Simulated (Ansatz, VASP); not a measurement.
## Y: VASP beside Ansatz

```
Y
1.0
     0.00000    3.45312    3.45312
     3.45312    0.00000    3.45312
     3.45312    3.45312    0.00000
Y
2
Direct
  0.85250 0.88250 0.88250
  0.14750 0.11750 0.11750
```

Change from the starting cell: shortest bond scaled by 0.94, LAPW.

Alike in both runs: task single point; functional PBE; k mesh 8 × 8 × 8; occupations fermi-dirac, width 0.05 eV; no spin polarisation.

|  | VASP | Ansatz |
| --- | --- | --- |
| version | VASP 6.6.1 | Ansatz 0.2.0 |
| potentials or method | VASP PAW PBE potentials, release 64 (Y_sv), cutoff 520 eV | all-electron LAPW, scalar-relativistic |

```tsv
	VASP	Ansatz	Ansatz less VASP
pressure (GPa)	0.9	0.9	-0.05
traceless stress, the component that is largest in VASP (GPa)	-1.92	-1.90	+0.025
rms of the force components (eV/Å)	0.260	0.254	-0.0060
```

Atom by atom the forces differ by 0.006 eV/Å (rms over components). Ansatz ran all-electron here, and VASP with PAW potentials.
